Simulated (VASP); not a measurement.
# Te in VASP: further runs, part 2 of 2

VASP 6.6.1.

### Step 3. Electric field gradients, PBE (zz strain of -1 %)

Input file INCAR:

```
  PREC = Accurate
  ENCUT = 520
  EDIFF = 1E-8
  ISMEAR = -1
  SIGMA = 0.05
  LREAL = False
  LASPH = True
  NELM = 80
  ALGO = Normal
  ISIF = 2
  LWAVE = False
  LCHARG = False
  GGA = PE
  LEFG = True
  NBANDS = 16
```

Input file KPOINTS:

```
Automatic mesh
0
Gamma
  8 8 8
```

Input file POSCAR:

```
Te
1.0
    4.2341000000     -2.3712000000      0.0000000000
    4.2341000000      2.3712000000      0.0000000000
   -0.1304500000      0.0000000000      3.9177765000
Te
3
Direct
    0.6760000000      0.6760000000      0.6750000000
    0.3240000000      0.3240000000      0.3250000000
    0.0000000000      0.0000000000      0.0000000000
```

Potentials or basis: VASP PAW PBE potentials, release 64 (Te).

Command:

```bash
$ cat potpaw_PBE.64/Te/POTCAR > POTCAR
$ mpirun -np 1 vasp_std > vasp.out
```

OUTCAR:

```text
PREC = Accurate
   ENCUT = 520
   EDIFF = 1E-8
   ISMEAR = -1
   LREAL = False
   LASPH = True
   NELM = 80
   ISIF = 2
   GGA = PE

 ion  position               nearest neighbor table
   1  0.676  0.676  0.675-   3 2.99   2 3.03   2 3.03   3 3.10   3 3.10   2 3.24   2 3.67   2 3.67

   2  0.324  0.324  0.325-   3 2.99   1 3.03   1 3.03   3 3.10   3 3.10   1 3.24   1 3.67   1 3.67

   3  0.000  0.000  0.000-   1 2.99   2 2.99   1 3.10   1 3.10   2 3.10   2 3.10

  LATTYP: Found a base centered monoclinic cell.
 ALAT       =     8.4682000000
 B/A-ratio  =     0.5600245625
 C/A-ratio  =     0.4629021152
 COS(beta)  =    -0.0332785053

  Lattice vectors:

 A1 = (   4.2341000000,  -2.3712000000,   0.0000000000)
 A2 = (   4.2341000000,   2.3712000000,   0.0000000000)
 A3 = (  -0.1304500000,   0.0000000000,   3.9177765000)

Analysis of symmetry for initial positions (statically):
=====================================================================
 Subroutine PRICEL returns:
 Original cell was already a primitive cell.

 Routine SETGRP: Setting up the symmetry group for a
 base centered monoclinic supercell.

 Subroutine GETGRP returns: Found  4 space group operations
 (whereof  4 operations were pure point group operations)
 out of a pool of  4 trial point group operations.

The static configuration has the point symmetry C_2h.

Analysis of symmetry for dynamics (positions and initial velocities):
=====================================================================
 Subroutine PRICEL returns:
 Original cell was already a primitive cell.

 Routine SETGRP: Setting up the symmetry group for a
 base centered monoclinic supercell.

 Subroutine GETGRP returns: Found  4 space group operations
 (whereof  4 operations were pure point group operations)
 out of a pool of  4 trial point group operations.

The dynamic configuration has the point symmetry C_2h.

 Subroutine INISYM returns: Found  4 space group operations
 (whereof  4 operations are pure point group operations),
 and found     1 'primitive' translations

----------------------------------------------------------------------------------------

                                     Primitive cell

  volume of cell :      78.6682

  direct lattice vectors                    reciprocal lattice vectors
     4.234100000 -2.371200000  0.000000000     0.118088850 -0.210863698  0.003931998
     4.234100000  2.371200000  0.000000000     0.118088850  0.210863698  0.003931998
    -0.130450000  0.000000000  3.917776500     0.000000000  0.000000000  0.255246822

  length of vectors
     4.852854031  4.852854031  3.919947692     0.241710439  0.241710439  0.255246822

  position of ions in fractional coordinates (direct lattice)
     0.676000000  0.676000000  0.675000000
     0.324000000  0.324000000  0.325000000
     0.000000000  0.000000000  0.000000000

  ion indices of the primitive-cell ions
   primitive index   ion index
[... 79 lines left out ...]
   IBRION =     -1    ionic relax: 0-MD 1-quasi-New 2-CG
   NFREE  =      0    steps in history (QN), initial steepest desc. (CG)
   ISIF   =      2    stress and relaxation
   ISYM   =      2    0-nonsym 1-usesym 2-fastsym
   POTIM  = 0.5000    time-step for ionic-motion
   TEBEG  =    0.0;   TEEND  =   0.0 temperature during run
   PSTRESS=    0.0 pullay stress
   NELECT =      18.0000    total number of electrons
   NUPDOWN=      -1.0000    fix difference up-down
   EMIN   =  10.00;   EMAX   =-10.00  energy-range for DOS
   EFERMI =   0.00;   METHOD = LEGACY
   ISMEAR =    -1;   SIGMA  =   0.05  broadening in eV -4-tet -1-fermi 0-gaus
   EFERMI_NEDOS =   21; number of points for ismear=-14 and -15
   IALGO  =     38    algorithm
   IMIX   =      4    mixing-type and parameters
     AMIX     =   0.40;   BMIX     =  1.00
     AMIX_MAG =   1.60;   BMIX_MAG =  1.00
  volume/ion in A,a.u.               =      26.22       176.96
  Fermi-wavevector in a.u.,A,eV,Ry     =   1.001304  1.892190 13.641337  1.002610
  Thomas-Fermi vector in A             =   2.133717
   LORBIT       =      0    0 simple, 1 ext, 2 COOP (PROOUT), +10 PAW based schemes
   GGA     = PE    functional components
   LHFCALC =     F    Hartree Fock is set to
   AEXX    =    0.0000 exact exchange contribution
   IVDW    =     0    specifies the selected vdW correction
   LEPSILON=     F    determine dielectric tensor
   LRPA    =     F    only Hartree local field effects (RPA)
 non-spin polarized calculation
  energy-cutoff  :      520.00
  volume of cell :       78.67
 maximum number of plane-waves:      2134
   NGX = 19   NGY = 19   NGZ = 15

 number of electron      18.0000001 magnetization

 Free energy of the ion-electron system (eV)
  ---------------------------------------------------
  ext. energy  EPLUGINS =         0.00000000
  ---------------------------------------------------
  free energy    TOTEN  =        -8.69457920 eV

  energy without entropy =       -8.68035020  energy(sigma->0) =       -8.68746470

 E-fermi :   9.1573     XC(G=0): -10.3790

 val. band max:        9.1563968241   @ k =   0.3750   0.0000   0.1250
 cond. band min:       9.1587921005   @ k =   0.2500   0.0000   0.5000
 fundamental gap:      0.0023952763
 Fermi energy:         9.1572734964

 k-point     1 :       0.0000    0.0000    0.0000
  band No.  band energies     occupation
      1      -5.7378      2.00000
      2      -0.4233      2.00000
      3      -0.3828      2.00000
      4       4.3653      2.00000
      5       4.6303      2.00000
      6       5.1594      2.00000
[... 433 lines left out ...]
      3      -0.5905      2.00000
      4       3.2925      2.00000
      5       3.7052      2.00000
      6       6.7225      2.00000
[... 8 lines left out ...]
     15      16.4130      0.00000
     16      17.2234      0.00000

 [... further k-points ...]
[... 5 lines left out ...]
  --------------------------------------------------------------------------------------
  -------------------------------------------------------------------------------------
  Total        4.7684282      4.8171863      5.1648377      0.0000000      0.0000000      0.5430179
  in kB       97.1151261     98.1081470    105.1885115      0.0000000      0.0000000     11.0592526
  external PRESSURE =     100.1372615 kB  Pullay stress =       0.0000000 kB

 VOLUME and BASIS-vectors are now :
 -----------------------------------------------------------------------------
  energy-cutoff  :      520.00
  volume of cell :       78.67
      direct lattice vectors                 reciprocal lattice vectors
     4.234100000 -2.371200000  0.000000000     0.118088850 -0.210863698  0.003931998
     4.234100000  2.371200000  0.000000000     0.118088850  0.210863698  0.003931998
    -0.130450000  0.000000000  3.917776500     0.000000000  0.000000000  0.255246822

 POSITION                                       TOTAL-FORCE (eV/Angst)
 -----------------------------------------------------------------------------------
      5.63645      0.00000      2.64450        -0.481647      0.000000     -0.206884
      2.70130      0.00000      1.27328         0.481647      0.000000      0.206884
      0.00000      0.00000      0.00000        -0.000000      0.000000      0.000000
 -----------------------------------------------------------------------------------
    total drift:                               -0.000000      0.000000      0.000000

  FREE ENERGIE OF THE ION-ELECTRON SYSTEM (eV)
  ---------------------------------------------------
  free  energy   TOTEN  =        -8.6945792043 eV

  energy  without entropy=       -8.6803502043  energy(sigma->0) =       -8.68746470

 Electric field gradients (V/A^2)
---------------------------------------------------------------------
 ion       V_xx      V_yy      V_zz      V_xy      V_xz      V_yz
---------------------------------------------------------------------
   1     106.869   165.813  -272.682     0.000   -49.244    -0.000
   2     106.869   165.813  -272.682     0.000   -49.244    -0.000
   3     243.648    61.610  -305.259     0.000    71.535     0.000
---------------------------------------------------------------------

 Electric field gradients after diagonalization (V/A^2)
 (convention: |V_zz| > |V_xx| > |V_yy|)
----------------------------------------------------------------------
 ion       V_xx      V_yy      V_zz     asymmetry (V_yy - V_xx)/ V_zz
----------------------------------------------------------------------
   1     165.813   113.154  -278.967       0.189
   2     165.813   113.154  -278.967       0.189
   3     252.818    61.610  -314.428       0.608
----------------------------------------------------------------------

           NMR quadrupolar parameters

 Cq : quadrupolar parameter    Cq=e*Q*V_zz/h
 eta: asymmetry parameters     (V_yy - V_xx)/ V_zz
 Q  : nuclear electric quadrupole moment in mb (millibarn)
----------------------------------------------------------------------
 ion       Cq(MHz)       eta       Q (mb)
----------------------------------------------------------------------
   1      -0.675       0.189       1.000
   2      -0.675       0.189       1.000
   3      -0.760       0.608       1.000
----------------------------------------------------------------------
```

stdout:

```text
POSCAR found type information on POSCAR Te
 POSCAR found :  1 types and       3 ions
 scaLAPACK will be used
 LDA part: xc-table for (Slater+PW92), standard interpolation
 POSCAR, INCAR and KPOINTS ok, starting setup
 FFT: planning ... GRIDC
 FFT: planning ... GRID_SOFT
 FFT: planning ... GRID
 WAVECAR not read
 entering main loop
ion   1

ion   2

ion   3
```

Wall time 59 s (1 thread of Intel Xeon 6975P-C (Granite Rapids), shared host); peak memory 0.28 GiB.

What came out:

```
Free energy                             : -8.6946 eV
Pressure                                : 10.0 GPa
Largest force                           : 0.524 eV/Å
Band gap on the k mesh                  : zero (bands 9 and 10 overlap by 3.49 eV)
Largest electric field gradient by atom : Te -279.0, -314.4 (each value once) V/Å²
```

Forces on the atoms (eV/Å):
```
Te  -0.482  0.000 -0.207
Te   0.482  0.000  0.207
Te   0.000  0.000  0.000
```

Levels at points of the mesh, in eV from the Fermi level:
```
           k point  band 7  band 8  band 9  band 10  band 11  band 12
(0.00, 0.00, 0.00)   -3.98   -2.16   -1.85     1.61     3.04     3.39
(0.50, 0.00, 0.00)   -2.55    0.14    0.23     0.48     0.90     2.94
(0.50, 0.50, 0.00)   -2.26    0.44    0.54     0.65     0.78     2.53
(0.00, 0.00, 0.50)   -2.74   -1.92   -1.87    -1.83    -1.65    -1.06
(0.50, 0.00, 0.50)   -3.96   -3.76    1.66     1.85     1.91     3.21
(0.50, 0.50, 0.50)   -3.98   -3.81    1.50     1.71     2.25     2.66
```

Electric field gradients, principal values (V/Å²):
```tsv
atom	least	middle	greatest (by size)
1 Te	113.154	165.813	-278.967
2 Te	113.154	165.813	-278.967
3 Te	61.610	252.818	-314.428
```

Caveat: the cell differs from its parent crystal (zz strain of -1 %); the cell stands under pressure; without QUAD_EFG the Cq values of the log hold for a quadrupole moment of 1 mb, not for the nuclei; spin-orbit coupling is left out, which moves the levels of the heavy elements.

### Step 4. Electric field gradients, PBE (equal xx and yy strain of +3 %)

Input file INCAR:

```
PREC = Accurate ; ENCUT = 520
EDIFF = 1E-8 ; ISMEAR = -1
SIGMA = 0.05 ; LREAL = F
LASPH = T ; NELM = 80
ALGO = Normal ; ISIF = 2
LWAVE = F ; LCHARG = F
GGA = PE ; LEFG = T
NBANDS = 16
```

Input file KPOINTS:

```
regular mesh
0
Gamma
  8 8 8
```

Input file POSCAR:

```
Te
1.0
    4.3611230000     -2.4423360000      0.0000000000
    4.3611230000      2.4423360000      0.0000000000
   -0.1343635000      0.0000000000      3.9573500000
Te
3
Direct
    0.6760000000      0.6760000000      0.6750000000
    0.3240000000      0.3240000000      0.3250000000
    0.0000000000      0.0000000000      0.0000000000
```

Potentials or basis: VASP PAW PBE potentials, release 64 (Te).

Command:

```bash
$ cat potpaw_PBE.64/Te/POTCAR > POTCAR
$ mpirun -np 1 vasp_std > vasp.out
```

OUTCAR:

```text
PREC = Accurate
   ENCUT = 520
   EDIFF = 1E-8
   ISMEAR = -1
   LREAL = F
   LASPH = T
   NELM = 80
   ISIF = 2
   GGA = PE

 ion  position               nearest neighbor table
   1  0.676  0.676  0.675-   3 3.07   2 3.11   2 3.11   3 3.18   3 3.18   2 3.33
   2  0.324  0.324  0.325-   3 3.07   1 3.11   1 3.11   3 3.18   3 3.18   1 3.33
   3  0.000  0.000  0.000-   1 3.07   2 3.07   1 3.18   1 3.18   2 3.18   2 3.18

  LATTYP: Found a base centered monoclinic cell.
 ALAT       =     8.7222460000
 B/A-ratio  =     0.5600245625
 C/A-ratio  =     0.4539691220
 COS(beta)  =    -0.0339333442

  Lattice vectors:

 A1 = (   4.3611230000,  -2.4423360000,   0.0000000000)
 A2 = (   4.3611230000,   2.4423360000,   0.0000000000)
 A3 = (  -0.1343635000,   0.0000000000,   3.9573500000)

Analysis of symmetry for initial positions (statically):
=====================================================================
 Subroutine PRICEL returns:
 Original cell was already a primitive cell.

 Routine SETGRP: Setting up the symmetry group for a
[... 653 lines left out ...]

 POSITION                                       TOTAL-FORCE (eV/Angst)
 -----------------------------------------------------------------------------------
      5.80554      0.00000      2.67121        -0.274458      0.000000     -0.158988
      2.78234      0.00000      1.28614         0.274458      0.000000      0.158988
      0.00000      0.00000      0.00000        -0.000000     -0.000000      0.000000
 -----------------------------------------------------------------------------------
    total drift:                               -0.000000     -0.000000     -0.000000

  FREE ENERGIE OF THE ION-ELECTRON SYSTEM (eV)
  ---------------------------------------------------
  free  energy   TOTEN  =        -8.9137279034 eV

  energy  without entropy=       -8.8998526147  energy(sigma->0) =       -8.90679026

 Electric field gradients (V/A^2)
---------------------------------------------------------------------
 ion       V_xx      V_yy      V_zz      V_xy      V_xz      V_yz
---------------------------------------------------------------------
   1     109.237   172.967  -282.203    -0.000   -53.688    -0.000
   2     109.237   172.967  -282.203    -0.000   -53.688    -0.000
   3     254.335    63.512  -317.847    -0.000    71.447    -0.000
---------------------------------------------------------------------

 Electric field gradients after diagonalization (V/A^2)
 (convention: |V_zz| > |V_xx| > |V_yy|)
----------------------------------------------------------------------
 ion       V_xx      V_yy      V_zz     asymmetry (V_yy - V_xx)/ V_zz
----------------------------------------------------------------------
   1     172.967   116.467  -289.433       0.195
   2     172.967   116.467  -289.433       0.195
   3     263.121    63.512  -326.634       0.611
----------------------------------------------------------------------

           NMR quadrupolar parameters

 Cq : quadrupolar parameter    Cq=e*Q*V_zz/h
 eta: asymmetry parameters     (V_yy - V_xx)/ V_zz
 Q  : nuclear electric quadrupole moment in mb (millibarn)
----------------------------------------------------------------------
 ion       Cq(MHz)       eta       Q (mb)
----------------------------------------------------------------------
   1      -0.700       0.195       1.000
   2      -0.700       0.195       1.000
   3      -0.790       0.611       1.000
----------------------------------------------------------------------
```

stdout:

```text
POSCAR found type information on POSCAR Te
 POSCAR found :  1 types and       3 ions
 scaLAPACK will be used
 LDA part: xc-table for (Slater+PW92), standard interpolation
 POSCAR, INCAR and KPOINTS ok, starting setup
 FFT: planning ... GRIDC
 FFT: planning ... GRID_SOFT
 FFT: planning ... GRID
 WAVECAR not read
 entering main loop
ion   1

ion   2

ion   3
```

Wall time 4.2 min (1 thread of Intel Xeon 8259CL, shared host); peak memory 0.31 GiB.

Results:

| Property | Result |
| --- | --- |
| Free energy | -8.9137 eV |
| Pressure | 3.8 GPa |
| Largest force | 0.317 eV/Å |
| Band gap on the k mesh | zero (bands 9 and 10 overlap by 2.98 eV) |
| Largest electric field gradient by atom | Te -289.4, -326.6 (each value once) V/Å² |

Forces in eV/Å, atoms in the order of the input:
```
Te  -0.274  0.000 -0.159
Te   0.274  0.000  0.159
Te   0.000  0.000  0.000
```

Stress tensor (GPa, compression positive):
```
2.32 0.00 0.99
0.00 2.53 0.00
0.99 0.00 6.59
```

Electric field gradients, principal values (V/Å²):
| atom | least | middle | greatest (by size) |
| --- | --- | --- | --- |
| 1 Te | 116.467 | 172.967 | -289.433 |
| 2 Te | 116.467 | 172.967 | -289.433 |
| 3 Te | 63.512 | 263.121 | -326.634 |

Caveat: the cell differs from its parent crystal (equal xx and yy strain of +3 %); the cell stands under pressure; without QUAD_EFG the Cq values of the log hold for a quadrupole moment of 1 mb, not for the nuclei; spin-orbit coupling is left out, which moves the levels of the heavy elements.

### Step 5. Summary

```tsv
cell	gap on the mesh (eV)	pressure (GPa)	largest force (eV/Å)
a = 4.832, b = 4.874, c = 3.958 Å, angles 90.9, 91.4, 58.5°, 3 atoms	none	9.4	0.49
a = 4.853, b = 4.853, c = 3.920 Å, angles 91.7, 91.7, 58.5°, 3 atoms	none	10.0	0.52
a = 4.998, b = 4.998, c = 3.960 Å, angles 91.7, 91.7, 58.5°, 3 atoms	none	3.8	0.32
```

Alike in all rows: task electric field gradients; level PBE; potentials or basis VASP PAW PBE potentials, release 64 (Te); no spin polarisation; k mesh 8 × 8 × 8; cutoff (eV) 520; smearing fermi-dirac 0.05 eV.

Caveats: the cell stands under pressure; spin-orbit coupling is left out, which moves the levels of the heavy elements.

Total energies depend on the potentials used, so only differences within one code and one set of settings carry meaning.
